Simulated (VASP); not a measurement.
# AlRu (I4/mmm) in VASP: notebook

Runs on AlRu. Level: PBEsol. Tasks: single point.

Program: VASP 6.6.1. These are calculated values, not measurements. Logs are shortened: lines on timing, memory, paths and dates and some standing lists are left out, and cuts for length are marked.

### Step 1. The cell of the first run

The structure is tetragonal, space group I4/mmm (No. 139). The conventional cell has a = 4.209 Å, b = 4.209 Å, c = 5.953 Å, α = 90.00°, β = 90.00°, γ = 90.00°. Within 3.3 Å of Al (site symmetry mmm) lie 8 Ru at 2.49 to 2.67 Å and 6 Al at 2.98 Å. Within 3.3 Å of Ru (site symmetry 4mm) lie 8 Al at 2.49 to 2.67 Å and 6 Ru at 2.68 to 3.28 Å.

### Step 2. Single point, PBEsol (atoms displaced along a vibrational mode)

Contents of INCAR:

```
SYSTEM = AlRu
  PREC = Accurate
  ENCUT = 520
  EDIFF = 1E-6
  ISMEAR = 0
  SIGMA = 0.15
  LREAL = .FALSE.
  LASPH = .TRUE.
  NELM = 100
  ALGO = Fast
  ISIF = 2
  LWAVE = .FALSE.
  LCHARG = .FALSE.
  GGA = PS
  NBANDS = 25
```

Contents of KPOINTS:

```
regular mesh
0
G
  18 18 18
  0 0 0
```

Contents of POSCAR:

```
AlRu
1.0
   -2.9764078218      0.0000000000     -2.9764078218
    0.0000000000     -2.9764078218     -2.9764078218
   -2.9764078218     -2.9764078218      0.0000000000
Al Ru
2 2
Direct
    0.0000000000      0.0000000000      0.0000000000
    0.5000000000      0.5000000000      0.5000000000
    0.2751981598      0.2248018402      0.2751981598
    0.7248018402      0.7751981598      0.7248018402
```

Potentials or basis: VASP PAW PBE potentials, release 64 (Al, Ru_pv).

Launch:

```bash
cat potpaw_PBE.64/Al/POTCAR potpaw_PBE.64/Ru_pv/POTCAR > POTCAR
mpirun -np 1 vasp_std > vasp.out
```

OUTCAR:

```text
SYSTEM = AlRu
   PREC = Accurate
   ENCUT = 520
   EDIFF = 1E-6
   ISMEAR = 0
   LREAL = .FALSE.
   LASPH = .TRUE.
   NELM = 100
   ISIF = 2
   GGA = PS

 ion  position               nearest neighbor table
   1  0.000  0.000  0.000-   4 2.49   4 2.49   3 2.49   3 2.49   3 2.67   4 2.67   4 2.67   3 2.67
                             2 2.98   2 2.98   2 2.98   2 2.98   2 2.98   2 2.98
   2  0.500  0.500  0.500-   3 2.49   3 2.49   4 2.49   4 2.49   4 2.67   3 2.67   3 2.67   4 2.67
                             1 2.98   1 2.98   1 2.98   1 2.98   1 2.98   1 2.98
   3  0.275  0.225  0.275-   1 2.49   1 2.49   2 2.49   2 2.49   2 2.67   1 2.67   1 2.67   2 2.67
                             4 2.68   4 2.99   4 2.99   4 2.99   4 2.99   4 3.28
   4  0.725  0.775  0.725-   2 2.49   2 2.49   1 2.49   1 2.49   1 2.67   2 2.67   2 2.67   1 2.67
                             3 2.68   3 2.99   3 2.99   3 2.99   3 2.99   3 3.28

  LATTYP: Found a face centered cubic cell.
 ALAT       =     5.9528156436

  Lattice vectors:

 A1 = (  -2.9764078218,   0.0000000000,  -2.9764078218)
 A2 = (   0.0000000000,  -2.9764078218,  -2.9764078218)
 A3 = (  -2.9764078218,  -2.9764078218,   0.0000000000)

Analysis of symmetry for initial positions (statically):
=====================================================================
 Subroutine PRICEL returns:
 Original cell was already a primitive cell.

 Routine SETGRP: Setting up the symmetry group for a
 face centered cubic supercell.

 Subroutine GETGRP returns: Found 16 space group operations
 (whereof  8 operations were pure point group operations)
 out of a pool of 48 trial point group operations.

The static configuration has the point symmetry D_2h.
 The point group associated with its full space group is D_4h.

Analysis of symmetry for dynamics (positions and initial velocities):
=====================================================================
 Subroutine PRICEL returns:
 Original cell was already a primitive cell.

 Routine SETGRP: Setting up the symmetry group for a
 face centered cubic supercell.

 Subroutine GETGRP returns: Found 16 space group operations
 (whereof  8 operations were pure point group operations)
 out of a pool of 48 trial point group operations.

The dynamic configuration has the point symmetry D_2h.
 The point group associated with its full space group is D_4h.

 Subroutine INISYM returns: Found 16 space group operations
 (whereof  8 operations are pure point group operations),
 and found     1 'primitive' translations

----------------------------------------------------------------------------------------

                                     Primitive cell

  volume of cell :      52.7360

  direct lattice vectors                    reciprocal lattice vectors
    -2.976407822  0.000000000 -2.976407822    -0.167987732  0.167987732 -0.167987732
     0.000000000 -2.976407822 -2.976407822     0.167987732 -0.167987732 -0.167987732
    -2.976407822 -2.976407822  0.000000000    -0.167987732 -0.167987732  0.167987732

  length of vectors
     4.209276309  4.209276309  4.209276309     0.290963287  0.290963287  0.290963287

  position of ions in fractional coordinates (direct lattice)
     0.000000000  0.000000000  0.000000000
     0.500000000  0.500000000  0.500000000
     0.275198160  0.224801840  0.275198160
     0.724801840  0.775198160  0.724801840

  ion indices of the primitive-cell ions
   primitive index   ion index
                 1           1
                 2           2
                 3           3
                 4           4

----------------------------------------------------------------------------------------

 KPOINTS: regular mesh

Automatic generation of k-mesh.
 Grid dimensions read from file:
 generate k-points for:   18   18   18

 Generating k-lattice:

  Cartesian coordinates                     Fractional coordinates (reciprocal lattice)
    -0.009332652  0.009332652 -0.009332652     0.055555556  0.000000000  0.000000000
     0.009332652 -0.009332652 -0.009332652     0.000000000  0.055555556  0.000000000
    -0.009332652 -0.009332652  0.009332652     0.000000000  0.000000000  0.055555556

  Length of vectors
     0.016164627  0.016164627  0.016164627

  Shift w.r.t. Gamma in fractional coordinates (k-lattice)
     0.000000000  0.000000000  0.000000000

 Subroutine IBZKPT returns following result:
 ===========================================

 Found    480 irreducible k-points:

 Following reciprocal coordinates:
            Coordinates               Weight
  0.000000  0.000000  0.000000      1.000000
  0.055556  0.000000  0.000000      8.000000
  0.111111  0.000000  0.000000      8.000000
  0.166667  0.000000  0.000000      8.000000
  0.222222  0.000000  0.000000      8.000000
  0.277778  0.000000  0.000000      8.000000
[... 16 lines left out ...]
  0.388889  0.055556  0.000000     16.000000
  0.055556  0.000000  0.388889      8.000000
 [... further k-points ...]
   k-points           NKPTS =    480   k-points in BZ     NKDIM =    480   number of bands    NBANDS=     25
   number of dos      NEDOS =    301   number of ions     NIONS =      4
   total plane-waves  NPLWV =  32768
   dimension x,y,z NGX =    32 NGY =   32 NGZ =   32
   dimension x,y,z NGXF=    64 NGYF=   64 NGZF=   64
   ions per type =               2   2
   NGX,Y,Z   is equivalent  to a cutoff of  12.64, 12.64, 12.64 a.u.
   NGXF,Y,Z  is equivalent  to a cutoff of  25.28, 25.28, 25.28 a.u.
 SYSTEM =  AlRu
   PREC   = accura    normal or accurate (medium, high low for compatibility)
   ISTART =      0    job   : 0-new  1-cont  2-samecut
   ICHARG =      2    charge: 1-file 2-atom 10-const
   ISPIN  =      1    spin polarized calculation?
   LNONCOLLINEAR =      F non collinear calculations
   LSORBIT =      F    spin-orbit coupling
   LASPH  =      T    aspherical Exc in radial PAW
   ENCUT  =  520.0 eV  38.22 Ry    6.18 a.u.   7.83  7.83  7.83*2*pi/ulx,y,z
   NELM   =    100;   NELMIN=  2; NELMDL= -5     # of ELM steps
   EDIFF  = 0.1E-05   stopping-criterion for ELM
   LREAL  =      F    real-space projection
[... 7 lines left out ...]
   TEBEG  =    0.0;   TEEND  =   0.0 temperature during run
   PSTRESS=    0.0 pullay stress
   NELECT =      34.0000    total number of electrons
   NUPDOWN=      -1.0000    fix difference up-down
   EMIN   =  10.00;   EMAX   =-10.00  energy-range for DOS
   EFERMI =   0.00;   METHOD = LEGACY
   ISMEAR =     0;   SIGMA  =   0.15  broadening in eV -4-tet -1-fermi 0-gaus
   EFERMI_NEDOS =   21; number of points for ismear=-14 and -15
   IALGO  =     68    algorithm
   IMIX   =      4    mixing-type and parameters
     AMIX     =   0.40;   BMIX     =  1.00
     AMIX_MAG =   1.60;   BMIX_MAG =  1.00
  volume/ion in A,a.u.               =      13.18        88.97
  Fermi-wavevector in a.u.,A,eV,Ry     =   1.414269  2.672581 27.213787  2.000157
  Thomas-Fermi vector in A             =   2.535829
   LORBIT       =      0    0 simple, 1 ext, 2 COOP (PROOUT), +10 PAW based schemes
   GGA     = PS    functional components
   LHFCALC =     F    Hartree Fock is set to
   AEXX    =    0.0000 exact exchange contribution
   IVDW    =     0    specifies the selected vdW correction
   LEPSILON=     F    determine dielectric tensor
   LRPA    =     F    only Hartree local field effects (RPA)
 non-spin polarized calculation
 RMM-DIIS sequential band-by-band and
 Gauss-broadening in eV      SIGMA  =   0.15
  energy-cutoff  :      520.00
  volume of cell :       52.74
 maximum number of plane-waves:      1435
   NGX = 15   NGY = 15   NGZ = 15

 number of electron      33.9999999 magnetization

 Free energy of the ion-electron system (eV)
  ---------------------------------------------------
  ext. energy  EPLUGINS =         0.00000000
  ---------------------------------------------------
  free energy    TOTEN  =       -30.75137517 eV

  energy without entropy =      -30.71991005  energy(sigma->0) =      -30.73564261

 E-fermi :  10.8891     XC(G=0): -12.7522

 val. band max:       10.8889335350   @ k =  -0.3333   0.4444   0.1667
 cond. band min:      10.8913189348   @ k =   0.2778   0.0556  -0.2778
 fundamental gap:      0.0023853998
 Fermi energy:        10.8891257988

 k-point     1 :       0.0000    0.0000    0.0000
  band No.  band energies     occupation
      1     -31.1788      2.00000
      2     -31.0467      2.00000
      3     -31.0467      2.00000
      4     -30.9047      2.00000
      5     -30.9047      2.00000
      6     -30.8737      2.00000
[... 17 lines left out ...]
     24      17.6707      0.00000
     25      19.3937      0.00000

 k-point     2 :       0.0556    0.0000    0.0000
  band No.  band energies     occupation
      1     -31.1784      2.00000
      2     -31.0458      2.00000
      3     -31.0457      2.00000
      4     -30.9059      2.00000
      5     -30.9058      2.00000
      6     -30.8743      2.00000
[... 17 lines left out ...]
     24      17.6530      0.00000
     25      19.4358      0.00000

 k-point     3 :       0.1111    0.0000    0.0000
  band No.  band energies     occupation
      1     -31.1771      2.00000
      2     -31.0433      2.00000
      3     -31.0428      2.00000
      4     -30.9096      2.00000
      5     -30.9090      2.00000
      6     -30.8761      2.00000
[... 17 lines left out ...]
     24      17.6133      0.00000
     25      19.5846      0.00000

 k-point     4 :       0.1667    0.0000    0.0000
  band No.  band energies     occupation
      1     -31.1753      2.00000
      2     -31.0392      2.00000
      3     -31.0380      2.00000
      4     -30.9154      2.00000
      5     -30.9141      2.00000
      6     -30.8788      2.00000
[... 17 lines left out ...]
     24      17.6023      0.00000
     25      19.8202      0.00000
[... 477 lines left out ...]
 k-point    22 :       0.0556    0.0000    0.3333
  band No.  band energies     occupation
      1     -31.1634      2.00000
      2     -31.0336      2.00000
      3     -31.0303      2.00000
      4     -30.9275      2.00000
      5     -30.9236      2.00000
      6     -30.8931      2.00000
[... 17 lines left out ...]
     24      17.7675      0.00000
     25      20.2293      0.00000

 k-point    23 :       0.3889    0.0556    0.0000
  band No.  band energies     occupation
      1     -31.1700      2.00000
      2     -31.0209      2.00000
      3     -30.9944      2.00000
      4     -30.9650      2.00000
      5     -30.9377      2.00000
      6     -30.8868      2.00000
[... 17 lines left out ...]
     24      17.9978      0.00000
     25      20.4372      0.00000

 k-point    24 :       0.0556    0.0000    0.3889
  band No.  band energies     occupation
      1     -31.1632      2.00000
      2     -31.0260      2.00000
      3     -31.0216      2.00000
      4     -30.9374      2.00000
      5     -30.9328      2.00000
      6     -30.8937      2.00000
[... 17 lines left out ...]
     24      17.8569      0.00000
     25      20.6315      0.00000

 [... further k-points ...]

------------------------ aborting loop because EDIFF is reached ----------------------------------------

  FORCE on cell =-STRESS in cart. coord.  units (eV):
  Direction    XX          YY          ZZ          XY          YZ          ZX
  --------------------------------------------------------------------------------------
  -------------------------------------------------------------------------------------
  Total        2.0186160      0.9068563      0.9068563      0.0000000      0.0000000     -0.0000000
  in kB       61.3277447     27.5512792     27.5512792      0.0000000      0.0000000     -0.0000000
  external PRESSURE =      38.8101011 kB  Pullay stress =       0.0000000 kB

 VOLUME and BASIS-vectors are now :
 -----------------------------------------------------------------------------
  energy-cutoff  :      520.00
  volume of cell :       52.74
      direct lattice vectors                 reciprocal lattice vectors
    -2.976407822  0.000000000 -2.976407822    -0.167987732  0.167987732 -0.167987732
     0.000000000 -2.976407822 -2.976407822     0.167987732 -0.167987732 -0.167987732
    -2.976407822 -2.976407822  0.000000000    -0.167987732 -0.167987732  0.167987732

 POSITION                                       TOTAL-FORCE (eV/Angst)
 -----------------------------------------------------------------------------------
      0.00000      0.00000      0.00000        -0.000000      0.000000     -0.000000
     -2.97641     -2.97641     -2.97641         0.000000      0.000000     -0.000000
     -1.63820     -1.48820     -1.48820         2.145161     -0.000000      0.000000
     -4.31461     -4.46461     -4.46461        -2.145161     -0.000000      0.000000
 -----------------------------------------------------------------------------------
    total drift:                               -0.000000     -0.000000     -0.000000

  FREE ENERGIE OF THE ION-ELECTRON SYSTEM (eV)
  ---------------------------------------------------
  free  energy   TOTEN  =       -30.7513751711 eV

  energy  without entropy=      -30.7199100507  energy(sigma->0) =      -30.73564261
```

Run time: 3.5 min. Hardware: 1 thread of Intel Xeon 6975P-C (Granite Rapids), shared host; peak memory 0.59 GiB.

Results:

| Item | Value |
| --- | --- |
| Free energy | -30.7514 eV |
| Pressure | 3.9 GPa |
| Largest force | 2.145 eV/Å |
| Band gap on the k mesh | zero (bands 17 and 18 overlap by 2.20 eV) |

Forces in eV/Å, atoms in the order of the input:
```
Al   0.000  0.000  0.000
Al   0.000  0.000  0.000
Ru   2.145  0.000  0.000
Ru  -2.145  0.000  0.000
```

Stress tensor (GPa, compression positive):
```
6.13 0.00 0.00
0.00 2.76 0.00
0.00 0.00 2.76
```

Caveat: the cell differs from its parent crystal (atoms displaced along a vibrational mode); the cell stands under pressure; the PAW data sets were made with another functional, which shifts forces and pressure a little.

(Continued in part 2 of 2.)
